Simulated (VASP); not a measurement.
# C in VASP: notebook, part 2 of 2

VASP 6.6.1.

## 5. Single point, PBE+D3(BJ) (atoms displaced along several vibrational modes)

Input file INCAR:

```
SYSTEM = C
PREC     = Accurate       ! precision mode
ENCUT    = 520            ! plane-wave cutoff, eV
EDIFF    = 1E-7           ! SCF threshold, eV
ISMEAR   = 0              ! smearing method
SIGMA    = 0.15           ! smearing width, eV
LREAL    = .FALSE.        ! projectors in reciprocal space
LASPH    = .TRUE.         ! aspherical terms in the spheres
NELM     = 60             ! most SCF steps
ALGO     = Normal         ! electronic algorithm
ISIF     = 2              ! what is computed and relaxed
LWAVE    = .FALSE.        ! write WAVECAR
LCHARG   = .TRUE.         ! write CHGCAR
GGA      = PE             ! functional
IVDW     = 12             ! dispersion correction
LELF     = .TRUE.         ! ELF
LVHAR    = .TRUE.       
NBANDS   = 16             ! bands
```

Input file KPOINTS:

```
regular mesh
0
G
  18 12 10
  0 0 0
```

Input file POSCAR:

```
C
1.0
   -2.4646600698      0.0000000000      0.0000000000
    0.0000000000      0.0000000000     -3.5719696368
    0.0000000000     -4.2689164642      0.0000000000
C
4
Direct
    0.5000000000      0.0000000000      0.1750997200
    0.0000000000      0.0000000000      0.6750997200
    0.0000000000      0.0000000000      0.3249002800
    0.5000000000      0.0000000000      0.8249002800
```

Potentials or basis: VASP PAW PBE potentials, release 64 (C).

Started as:

```console
> cat potpaw_PBE.64/C/POTCAR > POTCAR
> mpirun -np 1 vasp_std > vasp.out
```

OUTCAR:

```text
SYSTEM = C
   PREC = Accurate
   ENCUT = 520
   EDIFF = 1E-7
   ISMEAR = 0
   LREAL = .FALSE.
   LASPH = .TRUE.
   NELM = 60
   ISIF = 2
   GGA = PE
   IVDW = 12
 IVDW          = 12

 ion  position               nearest neighbor table
   1  0.500  0.000  0.175-   3 1.39   3 1.39   4 1.49
   2  0.000  0.000  0.675-   4 1.39   4 1.39   3 1.49
   3  0.000  0.000  0.325-   1 1.39   1 1.39   2 1.49
   4  0.500  0.000  0.825-   2 1.39   2 1.39   1 1.49

  LATTYP: Found a simple orthorhombic cell.
 ALAT       =     2.4646600698
 B/A-ratio  =     1.4492747623
 C/A-ratio  =     1.7320508075

  Lattice vectors:

 A1 = (  -2.4646600698,   0.0000000000,   0.0000000000)
 A2 = (   0.0000000000,   0.0000000000,  -3.5719696368)
 A3 = (   0.0000000000,  -4.2689164642,   0.0000000000)

Analysis of symmetry for initial positions (statically):
=====================================================================
 Subroutine PRICEL returns following result:

  LATTYP: Found a hexagonal cell.
 ALAT       =     2.4646600698
 C/A-ratio  =     1.4492747623
[... 190 lines left out ...]

 val. band max:        4.1368680320   @ k =   0.3889   0.5000   0.0000
 cond. band min:       4.1563969910   @ k =   0.3333   0.5000   0.0000
 fundamental gap:      0.0195289590
 Fermi energy:         4.1501268420

 k-point     1 :       0.0000    0.0000    0.0000
  band No.  band energies     occupation
      1     -15.4557      2.00000
      2     -10.4352      2.00000
      3      -8.5469      2.00000
      4      -2.7822      2.00000
      5      -2.7239      2.00000
      6       0.0668      2.00000
[... 433 lines left out ...]
      3      -8.0823      2.00000
      4      -4.5201      2.00000
      5      -2.5336      2.00000
      6      -1.4445      2.00000
[... 8 lines left out ...]
     15      15.8365      0.00000
     16      16.1850      0.00000

 [... further k-points ...]

------------------------ aborting loop because EDIFF is reached ----------------------------------------

 Edisp (eV)   -0.58016

 E8    (eV) :    -0.1630

  FORCE on cell =-STRESS in cart. coord.  units (eV):
  Direction    XX          YY          ZZ          XY          YZ          ZX
  --------------------------------------------------------------------------------------
  -------------------------------------------------------------------------------------
  Total       2.43445    -0.70419    -0.01471     0.00000     0.00000     0.00000
  in kB     103.78374   -30.02062    -0.62731     0.00000     0.00000     0.00000
  external pressure =       24.38 kB  Pullay stress =        0.00 kB

 VOLUME and BASIS-vectors are now :
 -----------------------------------------------------------------------------
  energy-cutoff  :      520.00
  volume of cell :       37.58
      direct lattice vectors                 reciprocal lattice vectors
    -2.464660070  0.000000000  0.000000000    -0.405735465  0.000000000  0.000000000
     0.000000000  0.000000000 -3.571969637     0.000000000  0.000000000 -0.279957587
     0.000000000 -4.268916464  0.000000000     0.000000000 -0.234251480  0.000000000

 POSITION                                       TOTAL-FORCE (eV/Angst)
 -----------------------------------------------------------------------------------
     -1.23233     -0.74749      0.00000         0.000000      3.538479     -0.000000
      0.00000     -2.88194      0.00000         0.000000      3.538479      0.000000
      0.00000     -1.38697      0.00000        -0.000000     -3.538479      0.000000
     -1.23233     -3.52143      0.00000        -0.000000     -3.538479     -0.000000
 -----------------------------------------------------------------------------------
    total drift:                               -0.000000     -0.000000     -0.000000

  FREE ENERGIE OF THE ION-ELECTRON SYSTEM (eV)
  ---------------------------------------------------
  free  energy   TOTEN  =       -37.1724168520 eV

  energy  without entropy=      -37.1713882964  energy(sigma->0) =      -37.17190257
```

OSZICAR:

```text
N       E                     dE             d eps       ncg     rms          rms(c)
DAV:   1     0.350990724922E+02    0.35099E+02   -0.78221E+03 13456   0.914E+02
DAV:   2    -0.362105609415E+02   -0.71310E+02   -0.64948E+02 19008   0.191E+02
DAV:   3    -0.390471867415E+02   -0.28366E+01   -0.28213E+01 17744   0.353E+01
DAV:   4    -0.390713028749E+02   -0.24116E-01   -0.24109E-01 16896   0.392E+00
DAV:   5    -0.390716956684E+02   -0.39279E-03   -0.39277E-03 17328   0.476E-01    0.904E+00
DAV:   6    -0.371878480272E+02    0.18838E+01   -0.13237E+00 15800   0.714E+00    0.528E+00
DAV:   7    -0.365813196543E+02    0.60653E+00   -0.15728E+00 16520   0.789E+00    0.151E+00
DAV:   8    -0.365930572312E+02   -0.11738E-01   -0.63163E-02 15552   0.149E+00    0.259E-01
DAV:   9    -0.365919887774E+02    0.10685E-02   -0.18369E-03 17672   0.295E-01    0.109E-01
DAV:  10    -0.365922625463E+02   -0.27377E-03   -0.69625E-04 14440   0.167E-01    0.695E-02
DAV:  11    -0.365922582204E+02    0.43259E-05   -0.25268E-05 17528   0.338E-02    0.135E-02
DAV:  12    -0.365922589614E+02   -0.74106E-06   -0.19216E-06 14984   0.108E-02    0.254E-03
DAV:  13    -0.365922590629E+02   -0.10153E-06   -0.28987E-07 15072   0.410E-03    0.811E-04
DAV:  14    -0.365922589853E+02    0.77675E-07   -0.24769E-08 13424   0.113E-03
   1 F= -.37172417E+02 E0= -.37171903E+02  d E =-.102856E-02
```

stdout:

```text
POSCAR found type information on POSCAR C
 POSCAR found :  1 types and       4 ions
 scaLAPACK will be used
 LDA part: xc-table for (Slater+PW92), standard interpolation
 POSCAR, INCAR and KPOINTS ok, starting setup
 FFT: planning ... GRIDC
 FFT: planning ... GRID_SOFT
 FFT: planning ... GRID
 WAVECAR not read
 entering main loop
```

Wall time 4.8 min (1 thread of Intel Xeon 8259CL, shared host); peak memory 0.29 GiB.

Results:

| Property | Result |
| --- | --- |
| Free energy | -37.1724 eV |
| Pressure | 2.4 GPa |
| Largest force | 3.538 eV/Å |
| Band gap on the k mesh | zero (bands 8 and 9 overlap by 0.05 eV) |
| Dispersion energy per atom | -0.145 eV |

Forces on the atoms (eV/Å):
```
C    0.000  3.538  0.000
C    0.000  3.538  0.000
C    0.000 -3.538  0.000
C    0.000 -3.538  0.000
```

Levels at points of the mesh, in eV from the Fermi level:
```
           k point  band 4  band 5  band 6  band 7  band 8  band 9  band 10  band 11  band 12  band 13
(0.00, 0.00, 0.00)   -6.93   -6.87   -4.08   -2.35   -1.89    3.28     3.85     6.90     7.09     9.74
(0.50, 0.00, 0.00)  -11.02   -8.41   -8.41   -1.95   -1.95    2.83     2.83     9.27     9.27    11.28
(0.00, 0.50, 0.00)   -8.29   -6.90   -4.07   -3.29   -1.87    1.85     6.95     7.33     9.17     9.81
(0.50, 0.50, 0.00)  -10.94   -8.33   -8.33   -3.10   -3.10    2.04     2.04    10.75    10.75    11.83
(0.00, 0.00, 0.50)   -6.91   -5.73   -5.73   -5.27   -5.27    5.67     5.67     7.61     7.61     7.98
(0.50, 0.00, 0.50)  -13.57   -6.10   -6.10   -1.59   -1.59    1.94     1.94     7.19     7.19    10.99
(0.00, 0.50, 0.50)   -6.85   -6.58   -6.58   -5.70   -5.70    7.20     7.20     7.70     7.70    10.68
(0.50, 0.50, 0.50)  -13.47   -6.07   -6.07   -2.60   -2.60    0.71     0.71     7.42     7.42    13.24
```

Caveat: the cell differs from its parent crystal (atoms displaced along several vibrational modes); the stress differs along the axes, from -3 to 10 GPa; forces of over 1 eV/Å act on the atoms, so gaps and moduli don't describe the material at rest.

## 6. Overview

```csv
cell,gap on the mesh (eV),pressure (GPa),largest force (eV/Å)
"as given, atomic positions A",none,4.7,7.37
"as given, atomic positions B",none,1.3,2.89
"as given, atomic positions C",none,5.7,5.50
"as given, atomic positions D",none,2.4,3.54
```

Alike in all rows: task single point; level PBE+D3(BJ); potentials or basis VASP PAW PBE potentials, release 64 (C); no spin polarisation; k mesh 18 × 12 × 10; cutoff (eV) 520; smearing gaussian 0.15 eV.

Caveats: forces of over 1 eV/Å act on the atoms, so gaps and moduli don't describe the material at rest; the stress differs along the axes, from -3 to 17 GPa (at least some runs); the stress differs along the axes, from -2 to 19 GPa (at least some runs); the stress differs along the axes, from -3 to 10 GPa (at least some runs).

Absolute energies hang on the potentials; compare differences alone.

The gap in the log of VASP goes by the Fermi energy; the results here count the filled bands.